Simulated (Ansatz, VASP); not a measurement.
## One calculation of Sn5H, two programs

```
CELL_PARAMETERS angstrom
5.99367 0.00000 0.00000
-2.99683 5.19067 0.00000
0.00000 0.00000 5.66295
ATOMIC_POSITIONS crystal
Sn 0.33333 0.66667 0.00000
Sn 0.66667 0.33333 0.00000
Sn 0.50000 0.00000 0.50000
Sn 0.50000 0.50000 0.50000
Sn 0.00000 0.50000 0.50000
H 0.00000 0.00000 0.00000
```

Change from the starting cell: species swapped into the HfBe5 type (P6/mmm, No. 191).

Alike in both runs: functional PBE; k mesh 6 × 6 × 8; occupations gaussian, width 0.1 eV; no spin polarisation.

Ansatz relaxed the structure, and its values are those at the end. VASP's run is a single point on that final structure, the one shown.

|  | VASP | Ansatz |
| --- | --- | --- |
| version | VASP 6.6.1 | Ansatz 0.2.0 |
| potentials or method | VASP PAW PBE potentials, release 64 (Sn_d, H), cutoff 520 eV | scalar-relativistic, plane waves, PAW |
| valence electrons in the cell | 71 | 71 |

```tsv
	VASP	Ansatz	Ansatz less VASP
gap on the k mesh at the Fermi level (eV)	none	none	-
pressure (GPa)	-0.1	0.0	+0.06
```

A gap of «none» marks a metal or a gap that the smearing closes.
